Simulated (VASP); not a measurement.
# Al (P6_3/mmc) in VASP: notebook, part 2 of 3

VASP 6.6.1. The steps go on from the part before.

## 3. Single point, PBEsol

This run uses another cell than the first one, of 15.45 Å³/atom, 1.047 times its volume.

The input, INCAR:

```
SYSTEM = Al
PREC     = Accurate       ! precision mode
ENCUT    = 520            ! plane-wave cutoff, eV
EDIFF    = 1E-6           ! SCF threshold, eV
ISMEAR   = 1              ! smearing method
SIGMA    = 0.05           ! smearing width, eV
LREAL    = .False.        ! projectors in reciprocal space
LASPH    = .True.         ! aspherical terms in the spheres
NELM     = 80             ! most SCF steps
ALGO     = Normal         ! electronic algorithm
ISIF     = 2              ! what is computed and relaxed
LWAVE    = .False.        ! write WAVECAR
LCHARG   = .True.         ! write CHGCAR
GGA      = PS             ! functional
LELF     = .True.         ! ELF
LVHAR    = .True.       
NBANDS   = 10             ! bands
```

The input, KPOINTS:

```
regular mesh
0
Gamma
  14 14 7
  0 0 0
```

The input, POSCAR:

```
Al
1.0
    2.7663710246      0.0000000000      0.0000000000
   -1.3831855123      2.3957475836      0.0000000000
    0.0000000000      0.0000000000      4.6618379437
Al
2
Direct
    0.6666666667      0.3333333333      0.7500000000
    0.3333333333      0.6666666667      0.2500000000
```

Potentials or basis: VASP PAW PBE potentials, release 64 (Al).

Launch:

```console
$ cat potpaw_PBE.64/Al/POTCAR > POTCAR
$ mpirun -np 1 vasp_std > vasp.out
```

OUTCAR:

```text
SYSTEM = Al
   PREC = Accurate
   ENCUT = 520
   EDIFF = 1E-6
   ISMEAR = 1
   LREAL = .False.
   LASPH = .True.
   NELM = 80
   ISIF = 2
   GGA = PS

 ion  position               nearest neighbor table
   1  0.667  0.333  0.750-   2 2.83   2 2.83   2 2.83   2 2.83   2 2.83   2 2.83
   2  0.333  0.667  0.250-   1 2.83   1 2.83   1 2.83   1 2.83   1 2.83   1 2.83

  LATTYP: Found a hexagonal cell.
 ALAT       =     2.7663710246
 C/A-ratio  =     1.6851817425

  Lattice vectors:

 A1 = (   2.7663710246,   0.0000000000,   0.0000000000)
 A2 = (  -1.3831855123,   2.3957475836,   0.0000000000)
 A3 = (   0.0000000000,   0.0000000000,   4.6618379437)

Analysis of symmetry for initial positions (statically):
=====================================================================
 Subroutine PRICEL returns:
 Original cell was already a primitive cell.

 Routine SETGRP: Setting up the symmetry group for a
 hexagonal supercell.

 Subroutine GETGRP returns: Found 24 space group operations
 (whereof 12 operations were pure point group operations)
 out of a pool of 24 trial point group operations.

The static configuration has the point symmetry D_3d.
 The point group associated with its full space group is D_6h.

Analysis of symmetry for dynamics (positions and initial velocities):
=====================================================================
 Subroutine PRICEL returns:
 Original cell was already a primitive cell.

 Routine SETGRP: Setting up the symmetry group for a
 hexagonal supercell.

 Subroutine GETGRP returns: Found 24 space group operations
 (whereof 12 operations were pure point group operations)
 out of a pool of 24 trial point group operations.

The dynamic configuration has the point symmetry D_3d.
 The point group associated with its full space group is D_6h.

 Subroutine INISYM returns: Found 24 space group operations
 (whereof 12 operations are pure point group operations),
 and found     1 'primitive' translations

[... 120 lines left out ...]
   LHFCALC =     F    Hartree Fock is set to
   AEXX    =    0.0000 exact exchange contribution
   IVDW    =     0    specifies the selected vdW correction
   LEPSILON=     F    determine dielectric tensor
   LRPA    =     F    only Hartree local field effects (RPA)
 non-spin polarized calculation
 Methfessel and Paxton  Order N= 1 SIGMA  =   0.05
  energy-cutoff  :      520.00
  volume of cell :       30.90
 maximum number of plane-waves:       847
 NGX is ok and might be reduce to    24
   NGX = 11   NGY = 11   NGZ = 17

 number of electron       6.0000000 magnetization

 Free energy of the ion-electron system (eV)
  ---------------------------------------------------
  ext. energy  EPLUGINS =         0.00000000
  ---------------------------------------------------
  free energy    TOTEN  =        -8.09248031 eV

  energy without entropy =       -8.09227357  energy(sigma->0) =       -8.09241139

 E-fermi :   8.7119     XC(G=0): -10.5001

 val. band max:        8.7053615976   @ k =   0.3571   0.1429   0.0000
 cond. band min:       8.7157379813   @ k =   0.1429   0.0714   0.2857
 fundamental gap:      0.0103763837
 Fermi energy:         8.7119437237

 k-point     1 :       0.0000    0.0000    0.0000
  band No.  band energies     occupation
      1      -2.9426      2.00000
      2       3.6227      2.00000
      3       3.7889      2.00000
      4      20.2980      0.00000
      5      20.2980      0.00000
      6      20.3955      0.00000
      7      20.3955      0.00000
      8      20.6132      0.00000
      9      22.7549      0.00000
     10      23.7765      0.00000
[... 287 lines left out ...]
 k-point    24 :       0.3571    0.2857    0.0000
  band No.  band energies     occupation
      1       4.7959      2.00000
      2       4.8355      2.00000
      3       6.5000      2.00000
      4      10.6751      0.00000
      5      10.8213      0.00000
      6      11.2958      0.00000
      7      12.5423      0.00000
      8      13.1582      0.00000
      9      13.8105      0.00000
     10      26.4039      0.00000

 [... further k-points ...]

------------------------ aborting loop because EDIFF is reached ----------------------------------------

  FORCE on cell =-STRESS in cart. coord.  units (eV):
  Direction    XX          YY          ZZ          XY          YZ          ZX
  --------------------------------------------------------------------------------------
  -------------------------------------------------------------------------------------
  Total        0.9811464      0.9811464      0.9793519      0.0000000      0.0000000      0.0000000
  in kB       50.8786675     50.8786675     50.7856131      0.0000000      0.0000000      0.0000000
  external PRESSURE =      50.8476494 kB  Pullay stress =       0.0000000 kB

 VOLUME and BASIS-vectors are now :
 -----------------------------------------------------------------------------
  energy-cutoff  :      520.00
  volume of cell :       30.90
      direct lattice vectors                 reciprocal lattice vectors
     2.766371025  0.000000000  0.000000000     0.361484411  0.208703122  0.000000000
    -1.383185512  2.395747584  0.000000000     0.000000000  0.417406244  0.000000000
     0.000000000  0.000000000  4.661837944     0.000000000  0.000000000  0.214507671

 POSITION                                       TOTAL-FORCE (eV/Angst)
 -----------------------------------------------------------------------------------
      1.38319      0.79858      3.49638        -0.000000      0.000000      0.000000
     -0.00000      1.59717      1.16546         0.000000     -0.000000      0.000000
 -----------------------------------------------------------------------------------
    total drift:                                0.000000     -0.000000      0.000000

  FREE ENERGIE OF THE ION-ELECTRON SYSTEM (eV)
  ---------------------------------------------------
  free  energy   TOTEN  =        -8.0924803084 eV

  energy  without entropy=       -8.0922735667  energy(sigma->0) =       -8.09241139
```

OSZICAR:

```text
N       E                     dE             d eps       ncg     rms          rms(c)
DAV:   1    -0.618456027114E+00   -0.61846E+00   -0.24061E+03  1920   0.483E+02
DAV:   2    -0.798287767764E+01   -0.73644E+01   -0.70122E+01  2590   0.543E+01
DAV:   3    -0.815383612796E+01   -0.17096E+00   -0.16821E+00  2576   0.662E+00
DAV:   4    -0.815447076392E+01   -0.63464E-03   -0.63458E-03  2318   0.449E-01
DAV:   5    -0.815447522171E+01   -0.44578E-05   -0.44575E-05  2360   0.394E-02    0.212E+00
DAV:   6    -0.811730077670E+01    0.37174E-01   -0.39735E-03  2142   0.301E-01    0.120E+00
DAV:   7    -0.809266603738E+01    0.24635E-01   -0.10022E-02  2062   0.460E-01    0.211E-01
DAV:   8    -0.809248238908E+01    0.18365E-03   -0.14761E-04  2738   0.679E-02    0.368E-02
DAV:   9    -0.809248086251E+01    0.15266E-05   -0.83391E-07  2120   0.573E-03    0.217E-03
DAV:  10    -0.809248030841E+01    0.55410E-06   -0.20775E-08  1210   0.910E-04
   1 F= -.80924803E+01 E0= -.80924114E+01  d E =-.206742E-03
```

stdout:

```text
POSCAR found type information on POSCAR Al
 POSCAR found :  1 types and       2 ions
 scaLAPACK will be used
 -----------------------------------------------------------------------------
|                                                                             |
|                                                                             |
|     You enforced a specific xc type in the INCAR file but a different       |
|     I HOPE YOU KNOW WHAT YOU ARE DOING!                                     |
|                                                                             |
 -----------------------------------------------------------------------------

 LDA part: xc-table for (Slater+PW92), standard interpolation
 POSCAR, INCAR and KPOINTS ok, starting setup
 FFT: planning ... GRIDC
 FFT: planning ... GRID_SOFT
 FFT: planning ... GRID
 WAVECAR not read
 entering main loop
```

Wall time 9.6 s (1 thread of Intel Xeon Platinum 8488C (Sapphire Rapids), shared host); peak memory 0.16 GiB.

Results:

| Property | Result |
| --- | --- |
| Free energy | -8.0925 eV |
| Pressure | 5.1 GPa |
| Band gap on the k mesh | zero (band 3 reaches 11.56 eV, above the bottom of band 4 at 5.66 eV) |

Caveat: the PAW data sets were made with another functional, which shifts forces and pressure a little.

(Part 2 of 3 ends here.)
